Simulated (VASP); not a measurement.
**Pd: single point with revPBE+D3(BJ)**

Pd:

```
Pd
1.0
     0.00000    1.94650    1.94650
     1.94650    0.00000    1.94650
     1.94650    1.94650    0.00000
Pd
1
Direct
  0.00000 0.00000 0.00000
```

```
Program             : VASP 6.6.1
Task                : single point
Functional          : revPBE
Dispersion          : D3(BJ)
Potentials or basis : VASP PAW PBE potentials, release 64 (Pd)
Cutoff              : 520 eV
k mesh              : 12 × 12 × 12
Occupations         : fermi-dirac, width 0.05 eV
Spin                : no spin polarisation
```

The pressure is -4.5 GPa, the band gap on the k mesh is zero (band 5 reaches 10.13 eV, above the bottom of band 6 at 8.55 eV) and the dispersion energy per atom is -1.275 eV.

Levels at points of the mesh, in eV from the Fermi level:
| k point | band 2 | band 3 | band 4 | band 5 | band 6 | band 7 | band 8 | band 9 |
| --- | --- | --- | --- | --- | --- | --- | --- | --- |
| (0.00, 0.00, 0.00) | -2.81 | -2.81 | -2.81 | -1.21 | -1.21 | 17.22 | 22.02 | 22.02 |
| (0.50, 0.00, 0.00) | -2.86 | -2.86 | -0.01 | -0.01 | 1.07 | 7.38 | 16.58 | 21.18 |
| (0.50, 0.50, 0.00) | -5.07 | -0.04 | 0.31 | 0.31 | 3.41 | 10.83 | 13.28 | 13.28 |

Wall time 7.2 s on 1 thread of AMD EPYC 7R43 64-Core Processor (Zen 3), with other jobs on the host, peak memory 0.1 GiB.

Caveat: the PAW data sets were made with another functional, which shifts forces and pressure a little; pairwise dispersion overbinds metals, which lowers pressure and volume.
